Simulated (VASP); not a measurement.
Sb, 1 atom in the cell. It takes space group Fm-3m (No. 225, cubic). Conventional cell: a = 6.078 Å, b = 6.078 Å, c = 6.078 Å, α = 90.00°, β = 90.00°, γ = 90.00°. Within 5.6 Å of Sb (site symmetry m-3m) lie 12 Sb at 4.30 Å. 

| Quantity | Value |
| --- | --- |
| Program | VASP 6.6.1 |
| Task | single point |
| Functional | PBE |
| Potentials or basis | VASP PAW PBE potentials, release 64 (Sb) |
| Cutoff | 500 eV |
| k mesh | 5 × 5 × 5 |
| Occupations | tetrahedron |
| Spin | no spin polarisation |
| Dipole correction | no |
| Further INCAR settings | ALGO = Normal; EDIFF = 1e-06; NBANDS = 8 |

Potentials or basis: VASP PAW PBE potentials, release 64 (Sb).

Command:

```console
$ cat potpaw_PBE.64/Sb/POTCAR > POTCAR
$ mpirun -np 1 vasp_std > vasp.out
```

Hardware: 1 thread of Intel(R) Xeon(R) Platinum 8375C CPU @ 2.90GHz (Ice Lake), with other jobs on the host.

Q: Estimate the wall time of this run.

A: Wall time 3.6 s on 1 thread of Intel(R) Xeon(R) Platinum 8375C CPU @ 2.90GHz (Ice Lake), with other jobs on the host, peak memory 0.17 GiB. Counts: scf iterations 10, k points 10.
